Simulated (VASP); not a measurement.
Here is a VASP 6.6.1 calculation.

Contents of INCAR:

```
SYSTEM = NaAl15N15
  ALGO = Normal
  EDIFF = 1E-6
  ENCUT = 520
  GGA = PE
  GGA_COMPAT = .FALSE.
  ISIF = 2
  ISMEAR = 0
  ISYM = -1
  LASPH = .TRUE.
  LCHARG = .FALSE.
  LREAL = Auto
  LWAVE = .FALSE.
  NBANDS = 84
  NELECT = 126.0
  NELM = 120
  PREC = Accurate
  SIGMA = 0.01
```

KPOINTS

```
explicit points
1
Reciprocal
  0.25000000   0.25000000   0.25000000 1
```

The input POSCAR:

```
NaAl15N15
1.0
    6.2595139102      0.0000000601      0.0000000000
   -3.1297570100      5.4208980298      0.0000000000
    0.0000000000      0.0000000000     10.0348065900
Al Na N
15 1 15
Direct
    0.3304890515      0.1693677146      0.1843903239
    0.3310211662      0.1689782650      0.7591192827
    0.1585885101      0.3415801612      0.9933933074
    0.3339481832      0.6743419103      0.2504811755
    0.1442204935      0.7716381222      0.5144274662
    0.3346025497      0.6616678443      0.7531298171
    0.1566405430      0.8222082599      0.9978698371
    0.8256479651      0.1659712718      0.2504515901
    0.7288714132      0.3558829239      0.5144539006
    0.8383226497      0.1653807104      0.7531809057
    0.6778799326      0.3435371955      0.9979768351
    0.8292215641      0.6705214692      0.2510110257
    0.6603571226      0.8395620485      0.5038512509
    0.8282469362      0.6719840810      0.7526652036
    0.6637717462      0.8363077832      1.0024291391
    0.2011948717      0.2987037871      0.4837417936
    0.1624006641      0.3378465707      0.1897608999
    0.3317945241      0.1683177728      0.9561365309
    0.1695743528      0.3302735878      0.7086334829
    0.3462026017      0.6974783255      0.4337004630
    0.1588082135      0.8292308209      0.1888542969
    0.3328827601      0.6744698724      0.9418851058
    0.1680466463      0.8352402400      0.6942450028
    0.8024256197      0.1534952813      0.4336376817
    0.6704325415      0.3407441609      0.1889121582
    0.8255944577      0.1672780147      0.9419467282
    0.6649399249      0.3321784213      0.6942603873
    0.8300543729      0.6697269584      0.4438356354
    0.6661459515      0.8336805777      0.1894263682
    0.8285178074      0.6716273586      0.9393192241
    0.6658215329      0.8341118190      0.6924908705
```

Potentials or basis: VASP PAW PBE potentials, release 64 (Al, Na_pv, N).

Command:

```sh
$ cat potpaw_PBE.64/Al/POTCAR potpaw_PBE.64/Na_pv/POTCAR potpaw_PBE.64/N/POTCAR > POTCAR
$ mpirun -np 1 vasp_std > vasp.out
```

Question: Estimate the largest force.

Answer: 0.019 eV/Å.

Forces on the atoms (eV/Å):
```
Al  -0.003  0.001 -0.015
Al   0.001 -0.001 -0.003
Al   0.000 -0.001 -0.003
Al  -0.004  0.006  0.001
Al  -0.012 -0.005  0.008
Al  -0.001  0.000 -0.002
Al   0.000 -0.006  0.004
Al  -0.007  0.001  0.000
Al  -0.001  0.013  0.008
Al  -0.001  0.001 -0.003
Al   0.004  0.003  0.005
Al   0.003 -0.001  0.001
Al  -0.002  0.002 -0.001
Al  -0.001  0.001  0.001
Al  -0.001  0.001  0.004
Na   0.017 -0.009 -0.001
N   -0.010  0.006  0.004
N   -0.001  0.000  0.004
N    0.003 -0.002  0.017
N    0.011  0.010 -0.011
N   -0.001 -0.005  0.005
N    0.001  0.003 -0.001
N    0.006 -0.002  0.004
N   -0.002 -0.015 -0.011
N    0.005  0.003  0.005
N   -0.002 -0.002 -0.001
N    0.004 -0.004  0.004
N   -0.005  0.003 -0.010
N   -0.002  0.000 -0.002
N    0.000  0.000 -0.005
N    0.001 -0.001 -0.005
```

Caveat: the cell carries a net charge on a neutralising background, which shifts energy and pressure.
